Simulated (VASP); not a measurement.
Pt, 1 atom in the cell. It takes space group Fm-3m (No. 225, cubic). The conventional cell has a = 3.732 Å, b = 3.732 Å, c = 3.732 Å, α = 90.00°, β = 90.00°, γ = 90.00°. Within 3.5 Å of Pt (site symmetry m-3m) lie 12 Pt at 2.64 Å.  This cell differs from its parent crystal: volume scaled by 0.88.

```yaml
Program: VASP 6.6.1
Task: single point
Functional: LDA
Potentials_or_basis: VASP PAW LDA potentials, release 64 (Pt)
Cutoff: 520 eV
k_mesh: 23 × 23 × 23
Occupations: fermi-dirac, width 0.1 eV
Spin: no spin polarisation
Dipole_correction: no
Further_INCAR_settings: ALGO = Normal; EDIFF = 1e-06; NBANDS = 11
```

Potentials or basis: VASP PAW LDA potentials, release 64 (Pt).

Command:

```bash
$ cat potpaw_LDA.64/Pt/POTCAR > POTCAR
$ mpirun -np 1 vasp_std > vasp.out
```

Hardware: 1 thread of Intel(R) Xeon(R) Platinum 8488C (Sapphire Rapids) (shared host).

Question: Estimate the wall time of this run.

Answer: Run time: 24 s on 1 thread of Intel(R) Xeon(R) Platinum 8488C (Sapphire Rapids), on a shared host, peak memory 0.16 GiB. Counts: scf iterations 11, k points 364.
